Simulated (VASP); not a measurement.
Crystal: SrRe2.

```
Sr Re
1.0
     0.00000    3.95441    3.95441
     3.95441    0.00000    3.95441
     3.95441    3.95441    0.00000
Sr Re
2 4
Cartesian
  0.0000 0.0000 0.0000
  1.9772 1.9772 1.9772
  4.9430 4.9430 4.9430
  4.9430 2.9658 2.9658
  2.9658 2.9658 4.9430
  2.9658 4.9430 2.9658
```

```yaml
Program: VASP 6.6.1
Task: relaxation of cell and atoms
Functional: PBE
Potentials_or_basis: VASP PAW PBE potentials, release 64 (Sr_sv, Re)
Cutoff: 600 eV
k_mesh: 8 × 8 × 8
Occupations: gaussian, width 0.1 eV
Spin: no spin polarisation
```

At the start: pressure -4.2 GPa; volume 20.61 Å³/atom.

**Question.** Where does the relaxation end?

**Answer.** Over 3 steps the energy falls by 8.9 meV/atom and the volume is 20.00 Å³/atom (-3.0 %); space group Fd-3m (No. 227, to 0.1 Å) before and after.

The path:
```
step  energy change (eV)  largest force (eV/Å)  pressure (GPa)  volume (Å³)
   1              0.0000                0.0000           -4.25       123.67
   2              0.0957                0.0000            8.65       114.14
   3             -0.0536                0.0000           -0.03       119.97
```

Final structure:
```cif
data_structure
_symmetry_space_group_name_H-M 'P 1'
_symmetry_Int_Tables_number 1
_cell_length_a 5.5360
_cell_length_b 5.5360
_cell_length_c 5.5360
_cell_angle_alpha 60.000
_cell_angle_beta 60.000
_cell_angle_gamma 60.000
_cell_volume 119.97
loop_
_atom_site_label
_atom_site_type_symbol
_atom_site_fract_x
_atom_site_fract_y
_atom_site_fract_z
_atom_site_occupancy
Sr1 Sr 0.00000 0.00000 0.00000 1
Sr2 Sr 0.25000 0.25000 0.25000 1
Re1 Re 0.62500 0.62500 0.62500 1
Re2 Re 0.12500 0.62500 0.62500 1
Re3 Re 0.62500 0.62500 0.12500 1
Re4 Re 0.62500 0.12500 0.62500 1
```
